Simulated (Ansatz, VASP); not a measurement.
# PbS in VASP and in Ansatz

```
Pb S
1.0
     2.21055    1.27626    3.17480
    -2.21055    1.27626    3.17480
     0.00000   -2.55252    3.17480
Pb S
1 1
Direct
  0.97815 0.97815 0.97815
  0.47745 0.47745 0.47745
```

Alike in both runs: task single point; functional r2SCAN; k mesh 9 × 9 × 9; occupations gaussian, width 0.05 eV; no spin polarisation.

```csv
,VASP,Ansatz
version,VASP 6.6.1,Ansatz 0.2.0
potentials or method,"VASP PAW PBE potentials, release 64 (Pb_d, S), cutoff 520 eV","scalar-relativistic, plane waves, PAW"
valence electrons in the cell,20,20
```

|  | VASP | Ansatz | Ansatz less VASP |
| --- | --- | --- | --- |
| pressure (GPa) | -0.8 | -0.8 | +0.02 |
| traceless stress, the component that is largest in VASP (GPa) | 2.85 | 2.85 | 0.000 |

VASP's potentials were made for PBE, not for r2SCAN.

Neither program's run includes spin-orbit coupling.
